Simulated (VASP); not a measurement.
# LiTiCl5 (P4/mmm) in VASP: settings compared

LiTiCl5 is run at these levels: PBEsol, r2SCAN+rVV10; tasks: single point, relaxation of cell and atoms.

Program: VASP 6.6.1. These are calculated values, not measurements. Logs are shortened: lines on timing, memory, paths and dates and some standing lists are left out, and cuts for length are marked.

**1. The cell of the first run**

Symmetry: P4/mmm, No. 123, tetragonal system. Conventional cell: a = 4.119 Å, b = 4.119 Å, c = 8.871 Å, α = 90.00°, β = 90.00°, γ = 90.00°. Li (site symmetry 4/mmm) has 12 Cl at 2.91 to 3.63 Å within 3.8 Å. Within 3.3 Å of Ti (site symmetry 4/mmm) lie 8 Cl at 2.52 Å. Within 3.3 Å of Cl (site symmetry 2mm) lie 2 Ti at 2.52 Å and 5 Cl at 2.90 to 2.91 Å. Within 3.8 Å of Cl (site symmetry 4/mmm) lie 4 Li at 2.91 Å and 8 Cl at 3.63 Å.

**2. Single point, PBEsol**

Input file INCAR:

```
SYSTEM = LiTiCl5
ALGO     = Normal         ! electronic algorithm
EDIFF    = 1E-7           ! SCF threshold, eV
ENCUT    = 520            ! plane-wave cutoff, eV
GGA      = PS             ! functional
ISIF     = 2              ! what is computed and relaxed
ISMEAR   = -1             ! smearing method
LASPH    = .True.         ! aspherical terms in the spheres
LCHARG   = .False.        ! write CHGCAR
LREAL    = .False.        ! projectors in reciprocal space
LWAVE    = .False.        ! write WAVECAR
NBANDS   = 34             ! bands
NELM     = 100            ! most SCF steps
PREC     = Accurate       ! precision mode
SIGMA    = 0.03           ! smearing width, eV
```

Input file KPOINTS:

```
k-points
0
Gamma
  4 4 4
  0 0 0
```

Input file POSCAR:

```
LiTiCl5
1.0
    4.1187193250      0.0000000000      0.0000000000
    0.0000000000      4.1187193250      0.0000000000
    0.0000000000      0.0000000000      8.8711207995
Li Ti Cl
1 1 5
Direct
    0.5000000000      0.5000000000      0.0000000000
    0.0000000000      0.0000000000      0.5000000000
    0.0000000000      0.5000000000      0.3365520697
    0.0000000000      0.5000000000      0.6634479303
    0.5000000000      0.0000000000      0.3365520697
    0.5000000000      0.0000000000      0.6634479303
    0.0000000000      0.0000000000      0.0000000000
```

Potentials or basis: VASP PAW PBE potentials, release 64 (Li_sv, Ti_sv, Cl).

Run with:

```
$ cat potpaw_PBE.64/Li_sv/POTCAR potpaw_PBE.64/Ti_sv/POTCAR potpaw_PBE.64/Cl/POTCAR > POTCAR
$ mpirun -np 1 vasp_std > vasp.out
```

OUTCAR:

```text
SYSTEM = LiTiCl5
   EDIFF = 1E-7
   ENCUT = 520
   GGA = PS
   ISIF = 2
   ISMEAR = -1
   LASPH = .True.
   LREAL = .False.
   NELM = 100
   PREC = Accurate

 ion  position               nearest neighbor table
   1  0.500  0.500  0.000-
   2  0.000  0.000  0.500-   3 2.52   4 2.52   5 2.52   6 2.52   3 2.52   4 2.52   5 2.52   6 2.52

   3  0.000  0.500  0.337-   2 2.52   2 2.52
   4  0.000  0.500  0.663-   2 2.52   2 2.52
   5  0.500  0.000  0.337-   2 2.52   2 2.52
   6  0.500  0.000  0.663-   2 2.52   2 2.52
   7  0.000  0.000  0.000-

  LATTYP: Found a simple tetragonal cell.
 ALAT       =     4.1187193250
 C/A-ratio  =     2.1538541715

  Lattice vectors:

 A1 = (   4.1187193250,   0.0000000000,   0.0000000000)
 A2 = (   0.0000000000,   4.1187193250,   0.0000000000)
 A3 = (   0.0000000000,   0.0000000000,   8.8711207995)

Analysis of symmetry for initial positions (statically):
=====================================================================
 Subroutine PRICEL returns:
 Original cell was already a primitive cell.

 Routine SETGRP: Setting up the symmetry group for a
 simple tetragonal supercell.

 Subroutine GETGRP returns: Found 16 space group operations
 (whereof 16 operations were pure point group operations)
 out of a pool of 16 trial point group operations.

The static configuration has the point symmetry D_4h.

Analysis of symmetry for dynamics (positions and initial velocities):
=====================================================================
 Subroutine PRICEL returns:
 Original cell was already a primitive cell.

 Routine SETGRP: Setting up the symmetry group for a
 simple tetragonal supercell.

 Subroutine GETGRP returns: Found 16 space group operations
 (whereof 16 operations were pure point group operations)
 out of a pool of 16 trial point group operations.

The dynamic configuration has the point symmetry D_4h.

 Subroutine INISYM returns: Found 16 space group operations
 (whereof 16 operations are pure point group operations),
[... 93 lines left out ...]
   ISPIN  =      1    spin polarized calculation?
   LNONCOLLINEAR =      F non collinear calculations
   LSORBIT =      F    spin-orbit coupling
   LASPH  =      T    aspherical Exc in radial PAW
   ENCUT  =  520.0 eV  38.22 Ry    6.18 a.u.   7.66  7.66 16.49*2*pi/ulx,y,z
   NELM   =    100;   NELMIN=  2; NELMDL= -5     # of ELM steps
   EDIFF  = 0.1E-06   stopping-criterion for ELM
   LREAL  =      F    real-space projection
   EDIFFG = 0.1E-05   stopping-criterion for IOM
   NSW    =      0    number of steps for IOM
   IBRION =     -1    ionic relax: 0-MD 1-quasi-New 2-CG
   NFREE  =      0    steps in history (QN), initial steepest desc. (CG)
   ISIF   =      2    stress and relaxation
   ISYM   =      2    0-nonsym 1-usesym 2-fastsym
   POTIM  = 0.5000    time-step for ionic-motion
   TEBEG  =    0.0;   TEEND  =   0.0 temperature during run
   PSTRESS=    0.0 pullay stress
   NELECT =      50.0000    total number of electrons
   NUPDOWN=      -1.0000    fix difference up-down
   EMIN   =  10.00;   EMAX   =-10.00  energy-range for DOS
   EFERMI =   0.00;   METHOD = LEGACY
   ISMEAR =    -1;   SIGMA  =   0.03  broadening in eV -4-tet -1-fermi 0-gaus
   EFERMI_NEDOS =   21; number of points for ismear=-14 and -15
   IALGO  =     38    algorithm
   IMIX   =      4    mixing-type and parameters
     AMIX     =   0.40;   BMIX     =  1.00
     AMIX_MAG =   1.60;   BMIX_MAG =  1.00
  volume/ion in A,a.u.               =      21.50       145.08
  Fermi-wavevector in a.u.,A,eV,Ry     =   1.133872  2.142707 17.492531  1.285665
  Thomas-Fermi vector in A             =   2.270575
   LORBIT       =      0    0 simple, 1 ext, 2 COOP (PROOUT), +10 PAW based schemes
   GGA     = PS    functional components
   LHFCALC =     F    Hartree Fock is set to
   AEXX    =    0.0000 exact exchange contribution
   IVDW    =     0    specifies the selected vdW correction
   LEPSILON=     F    determine dielectric tensor
   LRPA    =     F    only Hartree local field effects (RPA)
 non-spin polarized calculation
  energy-cutoff  :      520.00
  volume of cell :      150.49
 maximum number of plane-waves:      4081
 NGX is ok and might be reduce to    32
   NGX = 15   NGY = 15   NGZ = 33

 number of electron      50.0000023 magnetization

 Free energy of the ion-electron system (eV)
  ---------------------------------------------------
  ext. energy  EPLUGINS =         0.00000000
  ---------------------------------------------------
  free energy    TOTEN  =       -28.43750340 eV

  energy without entropy =      -28.42692666  energy(sigma->0) =      -28.43221503

 E-fermi :   2.3994     XC(G=0):  -8.9921

 val. band max:        2.3551612161   @ k =   0.5000   0.5000   0.5000
 cond. band min:       2.4113365035   @ k =   0.5000   0.0000   0.0000
 fundamental gap:      0.0561752874
 Fermi energy:         2.3994160899

 k-point     1 :       0.0000    0.0000    0.0000
  band No.  band energies     occupation
      1     -55.9208      2.00000
      2     -42.7826      2.00000
      3     -32.2434      2.00000
      4     -32.1838      2.00000
      5     -32.1838      2.00000
      6     -13.8931      2.00000
[... 655 lines left out ...]
     33       8.9599      0.00000
     34      10.9690      0.00000

------------------------ aborting loop because EDIFF is reached ----------------------------------------

  FORCE on cell =-STRESS in cart. coord.  units (eV):
  Direction    XX          YY          ZZ          XY          YZ          ZX
  --------------------------------------------------------------------------------------
  -------------------------------------------------------------------------------------
  Total       -0.0294478     -0.0294478     -0.0051281      0.0000000      0.0000000      0.0000000
  in kB       -0.3135167     -0.3135167     -0.0545960      0.0000000      0.0000000      0.0000000
  external PRESSURE =      -0.2272098 kB  Pullay stress =       0.0000000 kB

 VOLUME and BASIS-vectors are now :
 -----------------------------------------------------------------------------
  energy-cutoff  :      520.00
  volume of cell :      150.49
      direct lattice vectors                 reciprocal lattice vectors
     4.118719325  0.000000000  0.000000000     0.242793918  0.000000000  0.000000000
     0.000000000  4.118719325  0.000000000     0.000000000  0.242793918  0.000000000
     0.000000000  0.000000000  8.871120799     0.000000000  0.000000000  0.112725328

 POSITION                                       TOTAL-FORCE (eV/Angst)
 -----------------------------------------------------------------------------------
      2.05936      2.05936      0.00000        -0.000000      0.000000     -0.000000
      0.00000      0.00000      4.43556        -0.000000      0.000000     -0.000000
      0.00000      2.05936      2.98559        -0.000000     -0.000000     -0.006118
      0.00000      2.05936      5.88553        -0.000000     -0.000000      0.006118
      2.05936      0.00000      2.98559         0.000000     -0.000000     -0.006118
      2.05936      0.00000      5.88553        -0.000000      0.000000      0.006118
      0.00000      0.00000      0.00000        -0.000000      0.000000     -0.000000
 -----------------------------------------------------------------------------------
    total drift:                                0.000000     -0.000000      0.000000

  FREE ENERGIE OF THE ION-ELECTRON SYSTEM (eV)
  ---------------------------------------------------
  free  energy   TOTEN  =       -28.4375034030 eV

  energy  without entropy=      -28.4269266648  energy(sigma->0) =      -28.43221503
```

OSZICAR:

```text
N       E                     dE             d eps       ncg     rms          rms(c)
DAV:   1     0.480034409657E+03    0.48003E+03   -0.22698E+04  1224   0.141E+03
DAV:   2     0.234909885048E+02   -0.45654E+03   -0.43644E+03  1560   0.358E+02
DAV:   3    -0.310595857111E+02   -0.54551E+02   -0.54084E+02  1736   0.117E+02
DAV:   4    -0.343806883779E+02   -0.33211E+01   -0.33039E+01  1968   0.275E+01
[... 12 lines left out ...]
DAV:  17    -0.284375064794E+02    0.21306E-04   -0.11121E-05  1498   0.329E-02    0.169E-02
DAV:  18    -0.284375039101E+02    0.25693E-05   -0.66914E-06  1672   0.236E-02    0.752E-03
DAV:  19    -0.284375036756E+02    0.23455E-06   -0.62184E-07  1480   0.502E-03    0.583E-03
DAV:  20    -0.284375034114E+02    0.26420E-06   -0.33215E-07  1240   0.566E-03    0.335E-04
DAV:  21    -0.284375034030E+02    0.84347E-08   -0.49656E-08   804   0.191E-03
   1 F= -.28437503E+02 E0= -.28432215E+02  d E =-.105767E-01
```

Wall time 48 s (1 thread of Intel Xeon 6975P-C (Granite Rapids), shared host); peak memory 0.29 GiB.

Results:

- Free energy: -28.4375 eV
- Largest force: 0.006 eV/Å
- Band gap on the k mesh: zero (bands 25 and 26 overlap by 0.18 eV)

Forces on the atoms (eV/Å):
```
Li   0.000  0.000  0.000
Ti   0.000  0.000  0.000
Cl   0.000  0.000 -0.006
Cl   0.000  0.000  0.006
Cl   0.000  0.000 -0.006
Cl   0.000  0.000  0.006
Cl   0.000  0.000  0.000
```

Caveat: the k points lie up to 0.38 Å⁻¹ apart; the cutoff is under 1.25 times the usual one of these potentials, so pressure, stress and relaxed cells hold a basis-set (Pulay) error; the PAW data sets were made with another functional, which shifts forces and pressure a little; semilocal functionals often make such compounds metallic where correlation or magnetic order opens a gap, which also shifts bond lengths.

(Part 1 of 2 ends here.)
